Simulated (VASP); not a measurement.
# Cu (P6_3/mmc) in VASP: elastic constants with PBEsol

Aim: the elastic constants of Cu with PBEsol.

Everything below comes from runs of VASP 6.6.1. Logs are shortened: lines on timing, memory, paths and dates and some standing lists are left out, and cuts for length are marked.

### 1 The cell of the first run

The structure is hexagonal, space group P6_3/mmc (No. 194). Conventional cell: a = 2.520 Å, b = 2.520 Å, c = 4.118 Å, α = 90.00°, β = 90.00°, γ = 120.00°. Within 3.3 Å of Cu (site symmetry -6m2) lie 12 Cu at 2.52 Å.

This isn't the form of Cu at room conditions, which is fcc.

### 2 Elastic constants, PBEsol

Contents of INCAR:

```
PREC = Accurate ; ENCUT = 600
EDIFF = 1E-8 ; ISMEAR = -1
SIGMA = 0.05 ; LREAL = F
LASPH = T ; NELM = 80
ALGO = Normal ; ISIF = 3
LWAVE = F ; LCHARG = F
GGA = PS ; NBANDS = 18
IBRION = 6 ; NFREE = 2
POTIM = 0.015 ; NSW = 1
```

Contents of KPOINTS:

```
Automatic mesh
0
Gamma
  18 18 10
```

Contents of POSCAR:

```
Cu
1.0
    2.5202014995      0.0000000000      0.0000000000
   -1.2601007498      2.1825585213      0.0000000000
    0.0000000000      0.0000000000      4.1178436863
Cu
2
Direct
    0.3333333333      0.6666666667      0.2500000000
    0.6666666667      0.3333333333      0.7500000000
```

Potentials or basis: VASP PAW PBE potentials, release 64 (Cu).

Launch:

```sh
> cat potpaw_PBE.64/Cu/POTCAR > POTCAR
> mpirun -np 1 vasp_std > vasp.out
```

OUTCAR:

```text
PREC = Accurate
   ENCUT = 600
   EDIFF = 1E-8
   ISMEAR = -1
   LREAL = F
   LASPH = T
   NELM = 80
   ISIF = 3
   GGA = PS
   IBRION = 6
   NFREE = 2
   POTIM = 0.015
   NSW = 1

 ion  position               nearest neighbor table
   1  0.333  0.667  0.250-   2 2.52   2 2.52   2 2.52   2 2.52   2 2.52   2 2.52
   2  0.667  0.333  0.750-   1 2.52   1 2.52   1 2.52   1 2.52   1 2.52   1 2.52

  LATTYP: Found a hexagonal cell.
 ALAT       =     2.5202014995
 C/A-ratio  =     1.6339343053

  Lattice vectors:

 A1 = (   2.5202014995,   0.0000000000,   0.0000000000)
 A2 = (  -1.2601007498,   2.1825585213,   0.0000000000)
 A3 = (   0.0000000000,   0.0000000000,   4.1178436863)

Analysis of symmetry for initial positions (statically):
=====================================================================
 Subroutine PRICEL returns:
 Original cell was already a primitive cell.

 Routine SETGRP: Setting up the symmetry group for a
 hexagonal supercell.

 Subroutine GETGRP returns: Found 24 space group operations
 (whereof 12 operations were pure point group operations)
 out of a pool of 24 trial point group operations.

The static configuration has the point symmetry D_3d.
 The point group associated with its full space group is D_6h.

Analysis of symmetry for dynamics (positions and initial velocities):
=====================================================================
 Subroutine PRICEL returns:
 Original cell was already a primitive cell.

 Routine SETGRP: Setting up the symmetry group for a
 hexagonal supercell.

 Subroutine GETGRP returns: Found 24 space group operations
 (whereof 12 operations were pure point group operations)
 out of a pool of 24 trial point group operations.

The dynamic configuration has the point symmetry D_3d.
 The point group associated with its full space group is D_6h.

 Subroutine INISYM returns: Found 24 space group operations
 (whereof 12 operations are pure point group operations),
 and found     1 'primitive' translations

----------------------------------------------------------------------------------------

                                     Primitive cell

  volume of cell :      22.6501

  direct lattice vectors                    reciprocal lattice vectors
     2.520201500  0.000000000  0.000000000     0.396793669  0.229088932  0.000000000
    -1.260100750  2.182558521  0.000000000     0.000000000  0.458177863  0.000000000
     0.000000000  0.000000000  4.117843686     0.000000000  0.000000000  0.242845546

  length of vectors
     2.520201500  2.520201500  4.117843686     0.458177863  0.458177863  0.242845546

  position of ions in fractional coordinates (direct lattice)
     0.333333333  0.666666667  0.250000000
     0.666666667  0.333333333  0.750000000

  ion indices of the primitive-cell ions
   primitive index   ion index
                 1           1
                 2           2

----------------------------------------------------------------------------------------

 KPOINTS: Automatic mesh

Automatic generation of k-mesh.
 Grid dimensions read from file:
 generate k-points for:   18   18   10

 Generating k-lattice:

  Cartesian coordinates                     Fractional coordinates (reciprocal lattice)
[... 114 lines left out ...]
  --------------------------------------------------------------------------------------
  -------------------------------------------------------------------------------------
  Total        0.1168046      0.1168046      0.1123451     -0.0000000      0.0000000      0.0000000
  in kB        8.2622747      8.2622747      7.9468240     -0.0000000      0.0000000      0.0000000
  external PRESSURE =       8.1571245 kB  Pullay stress =       0.0000000 kB
[... 89 lines left out ...]
  FREE ENERGIE OF THE ION-ELECTRON SYSTEM (eV)
  ---------------------------------------------------
  free  energy   TOTEN  =        -8.5923647141 eV

  energy  without entropy=       -8.5848475722  energy(sigma->0) =       -8.58860614

[... ionic steps 4 to 14 ...]

--------------------------------------- Ionic step       15  -------------------------------------------

 number of electron      21.9999996 magnetization

------------------------ aborting loop because EDIFF is reached ----------------------------------------
[... 67 lines left out ...]
--------------------------------------- Ionic step       17  -------------------------------------------

 number of electron      21.9999992 magnetization

 Free energy of the ion-electron system (eV)
  ---------------------------------------------------
  ext. energy  EPLUGINS =         0.00000000
  ---------------------------------------------------
  free energy    TOTEN  =        -8.59744085 eV

  energy without entropy =       -8.59021047  energy(sigma->0) =       -8.59382566

 E-fermi :   7.8650     XC(G=0): -13.1541

 val. band max:        7.8548760305   @ k =  -0.1111   0.3889   0.4000
 cond. band min:       7.8702146011   @ k =   0.5000   0.0000   0.1000
 fundamental gap:      0.0153385706
 Fermi energy:         7.8649893803

 k-point     1 :       0.0000    0.0000    0.0000
  band No.  band energies     occupation
      1      -1.7845      2.00000
      2       2.5907      2.00000
      3       4.7638      2.00000
      4       4.8332      2.00000
      5       4.8332      2.00000
      6       5.0551      2.00000
[... 481 lines left out ...]
      5       4.6924      2.00000
      6       4.8595      2.00000
[... 10 lines left out ...]
     17      20.4821      0.00000
     18      27.0656      0.00000

 [... further k-points ...]

------------------------ aborting loop because EDIFF is reached ----------------------------------------

  FORCE on cell =-STRESS in cart. coord.  units (eV):
  Direction    XX          YY          ZZ          XY          YZ          ZX
  --------------------------------------------------------------------------------------
  -------------------------------------------------------------------------------------
  Total        0.1198051      0.1198051      0.1179500     -0.0000000     -0.0000000      0.0000000
  in kB        8.4745129      8.4745129      8.3432930     -0.0000000     -0.0000000      0.0000000
  external PRESSURE =       8.4307729 kB  Pullay stress =       0.0000000 kB
[... 17 lines left out ...]
  FREE ENERGIE OF THE ION-ELECTRON SYSTEM (eV)
  ---------------------------------------------------
  free  energy   TOTEN  =        -8.5974408453 eV

  energy  without entropy=       -8.5902104744  energy(sigma->0) =       -8.59382566

 INTERNAL STRAIN TENSORS FROM STRAINED CELLS
 ============================================

 INTERNAL STRAIN TENSOR FOR ION    1 for displacements in x,y,z  (eV/Angst):
          X           Y           Z          XY          YZ          ZX
  --------------------------------------------------------------------------------
  x     0.00000    -0.00000     0.00000    -1.98216     0.00000     0.00000
  y    -1.97546     1.95580    -0.00000     0.00005    -0.00025    -0.00003
  z    -0.00000     0.00000     0.00000    -0.00000     0.00507     0.00000

 INTERNAL STRAIN TENSORS FROM DISPLACED ATOMS
 ============================================

 INTERNAL STRAIN TENSOR FOR ION    1 for displacements in x,y,z  (eV/Angst):
          X           Y           Z          XY          YZ          ZX
  --------------------------------------------------------------------------------
  x     0.00000    -0.00000    -0.00000    -1.97984     0.00000     0.00000
  y    -1.97984     1.97984     0.00000    -0.00000     0.00000     0.00000
  z     0.00000    -0.00000     0.00000     0.00000    -0.00000    -0.00000

 INTERNAL STRAIN TENSOR FOR ION    2 for displacements in x,y,z  (eV/Angst):
          X           Y           Z          XY          YZ          ZX
  --------------------------------------------------------------------------------
  x    -0.00000     0.00000     0.00000     1.97984     0.00000     0.00000
  y     1.97984    -1.97984    -0.00000     0.00000     0.00000     0.00000
  z    -0.00000     0.00000    -0.00000     0.00000     0.00000     0.00000

 Eigenvectors and eigenvalues of the dynamical matrix
 ----------------------------------------------------

   1 f  =    7.820107 THz    49.135184 2PiTHz  260.850704 cm-1    32.341351 meV
             X         Y         Z           dx          dy          dz
     -0.000000  1.455039  1.029461    -0.000000    0.000000    0.707107
      1.260101  0.727520  3.088383     0.000000    0.000000   -0.707107
[... 11 lines left out ...]
   4 f  =    0.000000 THz     0.000000 2PiTHz    0.000002 cm-1     0.000000 meV
             X         Y         Z           dx          dy          dz
     -0.000000  1.455039  1.029461     0.701846    0.082360    0.025082
      1.260101  0.727520  3.088383     0.701846    0.082360    0.025082

   5 f/i=    0.000000 THz     0.000000 2PiTHz    0.000001 cm-1     0.000000 meV
             X         Y         Z           dx          dy          dz
     -0.000000  1.455039  1.029461    -0.082386    0.582671    0.392055
      1.260101  0.727520  3.088383    -0.082386    0.582671    0.392055

   6 f/i=    0.000000 THz     0.000000 2PiTHz    0.000002 cm-1     0.000000 meV
             X         Y         Z           dx          dy          dz
     -0.000000  1.455039  1.029461    -0.024996    0.392061   -0.587932
      1.260101  0.727520  3.088383    -0.024996    0.392061   -0.587932

--------------------------------------------------------------------------------------------------------

 ELASTIC MODULI CONTR FROM IONIC RELAXATION (kBar)
 Direction    XX          YY          ZZ          XY          YZ          ZX
 --------------------------------------------------------------------------------
 XX        -199.6735    199.6735      0.0000      0.0000      0.0000      0.0000
 YY         199.6735   -199.6735     -0.0000      0.0000     -0.0000     -0.0000
 ZZ           0.0000     -0.0000     -0.0000     -0.0000      0.0000      0.0000
 XY           0.0000      0.0000     -0.0000   -199.6735      0.0000      0.0000
 YZ           0.0000     -0.0000      0.0000      0.0000     -0.0000     -0.0000
 ZX           0.0000     -0.0000      0.0000      0.0000     -0.0000     -0.0000
 --------------------------------------------------------------------------------

 TOTAL ELASTIC MODULI (kBar)
 Direction    XX          YY          ZZ          XY          YZ          ZX
 --------------------------------------------------------------------------------
 XX        2353.0817   1594.9950   1014.2664     -0.0000      0.0000      0.0000
 YY        1594.9950   2353.0817   1014.2664     -0.0000     -0.0000      0.0000
 ZZ        1014.2664   1014.2664   2951.1523     -0.0000      0.0000      0.0000
 XY          -0.0000     -0.0000     -0.0000    379.0434      0.0000      0.0000
 YZ           0.0000      0.0000      0.0000     -0.0000    341.4557     -0.0000
 ZX           0.0000      0.0000      0.0000      0.0000     -0.0000    341.4556
 --------------------------------------------------------------------------------
```

It took 59 min on 1 thread of Oxide Virtual Turin-like, shared host; peak memory 0.74 GiB.

What came out:

```
Voigt bulk modulus            : 166 GPa
Highest phonon frequency at Γ : 261 cm⁻¹
```

Phonon frequencies in cm⁻¹ (negative: imaginary):
| q point | frequencies |
| --- | --- |
| (0.000, 0.000, 0.000) | 0 0 0 109 109 261 |

Elastic tensor in Voigt notation (GPa, in the Cartesian axes of the cell as first typed):
```
235 159 101   0   0   0
159 235 101   0   0   0
101 101 295   0   0   0
  0   0   0  34   0   0
  0   0   0   0  34   0
  0   0   0   0   0  38
```

Clamped-ion elastic tensor (GPa):
```
255 140 101   0   0   0
140 255 101   0   0   0
101 101 295   0   0   0
  0   0   0  34   0   0
  0   0   0   0  34   0
  0   0   0   0   0  58
```

Caveat: the PAW data sets were made with another functional, which shifts forces and pressure a little.
